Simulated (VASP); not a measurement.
**Na: single point with PBE**

Na:

```
Na
1.0
     3.61466    0.00000    0.00000
    -1.80733    3.13038    0.00000
     0.00000    0.00000    3.39778
Na
1
Direct
  0.00000 0.00000 0.00000
```

This isn't the form of Na at room conditions, which is bcc.

```
Program                : VASP 6.6.1
Task                   : single point
Functional             : PBE
Potentials or basis    : VASP PAW PBE potentials, release 64 (Na_pv)
Cutoff                 : 520 eV
k mesh                 : 16 × 16 × 15
Occupations            : fermi-dirac, width 0.08 eV
Spin                   : collinear spin, zero start
Starting moments       : [0.0] μB
Dipole correction      : no
Further INCAR settings : ALGO = Normal; EDIFF = 1e-06; NBANDS = 14
```

```
Pressure                                              : 0.0 GPa
Net moment                                            : 0.00 μB per cell
Valence electrons inside the program's atomic spheres : Na 6.06
```

Levels at points of the mesh, in eV from the Fermi level:
Spin up:
```
           k point  band 1  band 2  band 3  band 4  band 5  band 6  band 7  band 8  band 9
(0.00, 0.00, 0.00)  -25.02  -25.02  -25.02   -3.20    8.54    9.54   10.78   10.78   11.86
(0.50, 0.00, 0.00)  -25.06  -25.03  -25.01    0.46    0.84    7.80    8.00   12.28   13.33
```
Spin down:
```csv
k point,band 1,band 2,band 3,band 4,band 5,band 6,band 7,band 8,band 9
"(0.00, 0.00, 0.00)",-25.02,-25.02,-25.02,-3.20,8.54,9.54,10.78,10.78,11.86
"(0.50, 0.00, 0.00)",-25.06,-25.03,-25.01,0.46,0.84,7.80,8.00,12.28,13.33
```

Wall time 2.3 min on 1 thread of AMD EPYC 7R43 64-Core Processor (Zen 3), with other jobs on the host, peak memory 0.25 GiB.
